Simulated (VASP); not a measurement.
Runs of VASP 6.6.1 on Rb. The structure is that of space group P6_3/mmc (No. 194), or close to it. The cells are those of the table. 

```csv
task,cell,k mesh,cutoff (eV),gap on the mesh (eV),pressure (GPa)
single point,"a = 5.162, b = 5.162, c = 8.310 Å, angles 90.0, 90.0, 120.0°, 2 atoms",9 × 9 × 6,520,none,-0.2
single point,"a = 4.971, b = 4.971, c = 8.097 Å, angles 90.0, 90.0, 120.0°, 2 atoms",12 × 12 × 6,520,none,0.0
single point,"a = 4.938, b = 4.938, c = 8.208 Å, angles 90.0, 90.0, 120.0°, 2 atoms",9 × 9 × 6,520,none,0.0
single point,"a = 5.368, b = 5.368, c = 8.653 Å, angles 90.0, 90.0, 120.0°, 2 atoms",9 × 9 × 6,520,none,(a)
single point,"a = 4.934, b = 4.934, c = 8.313 Å, angles 90.0, 90.0, 120.0°, 2 atoms",9 × 9 × 6,520,none,0.0
single point,"a = 4.893, b = 4.893, c = 8.624 Å, angles 90.0, 90.0, 120.0°, 2 atoms",9 × 9 × 6,520,none,-0.1
relaxation of cell and atoms,"relaxed from a = 4.938, b = 4.938, c = 8.208 Å, angles 90.0, 90.0, 120.0°, 2 atoms",12 × 12 × 6,600,none,0.0
```

Alike in all rows: level PBEsol; potentials or basis VASP PAW PBE potentials, release 64 (Rb_sv); no spin polarisation; smearing gaussian 0.1 eV.

Task: Estimate the missing entries.

Result: (a) -0.4.

Caveats: the PAW data sets were made with another functional, which shifts forces and pressure a little.

A k mesh can miss the band edges, and the runs leave out spin-orbit coupling on Rb.

A gap of «none» marks levels without a gap at the run's occupations.
